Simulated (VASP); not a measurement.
# BaHfO3 in VASP: one cell, several levels of theory

Aim: gap, levels, forces and stress of BaHfO3, cubic perovskite, under -3.0 % equal strain in all directions at fixed geometry. Runs: PBE, r2SCAN. The results are then set beside those of Ansatz 0.2.0 for the same cell.

Code: VASP 6.6.1. PAW datasets, plane waves. (Simulation; spin polarisation is off.)

### 1 The cell

The cell comes from an earlier relaxation with r2SCAN in another program.

The symmetry is Pm-3m (No. 221, cubic); a = 4.052 Å in the conventional setting, 13.30 Å³ an atom. Around Ba lie 12 O at 2.87 Å; around Hf lie 6 O at 2.03 Å; around O lie 2 Hf at 2.03 Å and 4 Ba at 2.87 Å.

The structure in full:

```cif
data_structure
_symmetry_space_group_name_H-M 'P 1'
_symmetry_Int_Tables_number 1
_cell_length_a 4.0517
_cell_length_b 4.0517
_cell_length_c 4.0517
_cell_angle_alpha 90.000
_cell_angle_beta 90.000
_cell_angle_gamma 90.000
_cell_volume 66.52
loop_
_atom_site_label
_atom_site_type_symbol
_atom_site_fract_x
_atom_site_fract_y
_atom_site_fract_z
_atom_site_occupancy
Ba1 Ba 0.00000 0.00000 0.00000 1
Hf1 Hf 0.50000 0.50000 0.50000 1
O1 O 0.50000 0.50000 0.00000 1
O2 O 0.50000 0.00000 0.50000 1
O3 O 0.00000 0.50000 0.50000 1
```

### 2 PBE at this geometry

INCAR

```
ENCUT = 520.000000
SIGMA = 0.020000
EDIFF = 1.00e-07
GGA = PE
PREC = Accurate
IBRION = -1
ISIF = 2
ISMEAR = -1
NBANDS = 27
NELM = 120
NSW = 0
LASPH = .TRUE.
LCHARG = .FALSE.
LWAVE = .FALSE.
LREAL = .FALSE.
```

KPOINTS

```
KPOINTS created by Atomic Simulation Environment
0
Gamma
6 6 6
0 0 0
```

KPOINTS_OPT

```
special points
4
Reciprocal
0.0000000000 0.0000000000 0.0000000000 1
0.0000000000 0.5000000000 0.0000000000 1
0.5000000000 0.5000000000 0.0000000000 1
0.5000000000 0.5000000000 0.5000000000 1
```

POSCAR

```
Ba Hf O
 1.0000000000000000
     4.0517470077000004    0.0000000000000000    0.0000000000000000
     0.0000000000000000    4.0517470077000004    0.0000000000000000
     0.0000000000000000    0.0000000000000000    4.0517470077000004
 Ba  Hf  O
   1   1   3
Cartesian
  0.0000000000000000  0.0000000000000000  0.0000000000000000
  2.0258735038500002  2.0258735038500002  2.0258735038500002
  2.0258735038500002  2.0258735038500002  0.0000000000000000
  2.0258735038500002  0.0000000000000000  2.0258735038500002
  0.0000000000000000  2.0258735038500002  2.0258735038500002
```

Potentials: the recommended PBE PAW datasets, 38 valence electrons in the neutral cell.

Started as:

```console
mpirun -np 1 vasp_std
```

### 3 r2SCAN at this geometry

INCAR

```
ENCUT = 520.000000
SIGMA = 0.010000
EDIFF = 1.00e-07
ALGO = Normal
METAGGA = R2SCAN
PREC = Accurate
IBRION = -1
ISIF = 2
ISMEAR = 0
NBANDS = 27
NELM = 120
NSW = 0
LASPH = .TRUE.
LCHARG = .FALSE.
LWAVE = .FALSE.
LREAL = .FALSE.
```

KPOINTS is that of step 2.

KPOINTS_OPT is that of step 2.

POSCAR is that of step 2.

Q: Predict the outcome of this session. Wanted: for each run, gap; pressure; Ansatz: gap; Ansatz: pressure.

The runs gave:

```
 level  gap (eV)  pressure (GPa)  Ansatz: gap (eV)  Ansatz: pressure (GPa)
   PBE      3.74           22.00              3.78                   22.31
r2SCAN      4.30           18.55              4.34                   19.07
```

**Reading.** The gap runs from 3.74 eV (PBE) to 4.30 eV (r2SCAN). Spin-orbit coupling is left out, though the cell holds Hf (Z = 72); in an element this heavy it can shift bands and gaps by tenths of an eV. The pressure is highest with PBE (22.0 GPa) and lowest with r2SCAN (18.5 GPa), which orders the cells that they would relax to. The two programs agree on the gap within 0.06 eV, far less than the spread between functionals. Datasets and cutoffs are each program's own. VASP's cell holds 38 valence electrons and Ansatz's 54.

VASP's potentials hold 38 valence electrons a cell and Ansatz's 54, so a difference between the two programs can come from the potentials and not from the codes.
